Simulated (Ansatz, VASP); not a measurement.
## Al3GaN4: VASP beside Ansatz

```
Al Ga N
1.0
     4.49526   -0.08087   -0.08087
    -0.08087    4.49526   -0.08087
    -0.08087   -0.08087    4.49526
Al Ga N
3 1 4
Direct
  0.50000 0.50000 0.00000
  0.50000 0.00000 0.50000
  0.00000 0.50000 0.50000
  0.00000 0.00000 0.00000
  0.74471 0.74471 0.25529
  0.74471 0.25529 0.74471
  0.25529 0.74471 0.74471
  0.25529 0.25529 0.25529
```

Change from the starting cell: equal engineering shear yz, xz and xy -0.0367, equal normal strain along x, y and z +0.0200.

Alike in both runs: task single point; functional PBEsol; k mesh 6 × 6 × 6; occupations gaussian, width 0.05 eV; no spin polarisation.

|  | VASP | Ansatz |
| --- | --- | --- |
| version | VASP 6.6.1 | Ansatz 0.2.0 |
| potentials or method | VASP PAW PBE potentials, release 64 (Al, Ga_d, N), cutoff 520 eV | scalar-relativistic, plane waves, PAW |
| valence electrons in the cell | 42 | 42 |

```csv
,VASP,Ansatz,Ansatz less VASP
gap on the k mesh at the Fermi level (eV),2.77,2.76,-0.010
least direct gap on the mesh (eV),2.77,2.76,-0.010
pressure (GPa),-9.6,-9.5,+0.08
"traceless stress, the component that is largest in VASP (GPa)",6.87,6.81,-0.056
rms of the force components (eV/Å),0.294,0.292,-0.0026
```

VASP's potentials were made for PBE, not for PBEsol. Atom by atom the forces differ by 0.006 eV/Å (rms over components).
